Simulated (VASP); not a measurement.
A run of VASP 6.6.1 is set up as follows.

INCAR

```
PREC     = Accurate       # precision mode
ENCUT    = 600            # plane-wave cutoff, eV
EDIFF    = 1E-6           # SCF threshold, eV
ISMEAR   = 0              # smearing method
SIGMA    = 0.1            # smearing width, eV
LREAL    = F              # projectors in reciprocal space
LASPH    = T              # aspherical terms in the spheres
NELM     = 120            # most SCF steps
ALGO     = Normal         # electronic algorithm
ISIF     = 2              # what is computed and relaxed
LWAVE    = F              # write WAVECAR
LCHARG   = F              # write CHGCAR
GGA      = RE             # functional
NBANDS   = 16             # bands
GGA_COMPAT= F
```

The input KPOINTS:

```
Automatic mesh
0
Gamma
  6 6 2
```

File POSCAR:

```
MgS
1.0
    4.0346224068      0.0000000000      0.0000000000
   -2.0173112034      3.4940854990      0.0000000000
    0.0000000000      0.0000000000      6.4322941800
Mg S
2 2
Direct
    0.6666666667      0.3333333333      0.4957548500
    0.3333333333      0.6666666667      0.9957548500
    0.3333333333      0.6666666667      0.3792441500
    0.6666666667      0.3333333333      0.8792441500
```

Potentials or basis: VASP PAW PBE potentials, release 64 (Mg, S).

Command:

```console
$ cat potpaw_PBE.64/Mg/POTCAR potpaw_PBE.64/S/POTCAR > POTCAR
$ mpirun -np 1 vasp_std > vasp.out
```

Q: What does it give for the largest force?

A: 0.046 eV/Å.

Q: Predict the pressure.

A: 2.2 GPa.

Q: What does it give for the band gap on the k mesh?

A: 3.60 eV.

Stress tensor (GPa, compression positive):
```
2.32 0.00 0.00
0.00 2.32 0.00
0.00 0.00 2.01
```

Caveat: the k points lie up to 0.49 Å⁻¹ apart; the PAW data sets were made with another functional, which shifts forces and pressure a little.
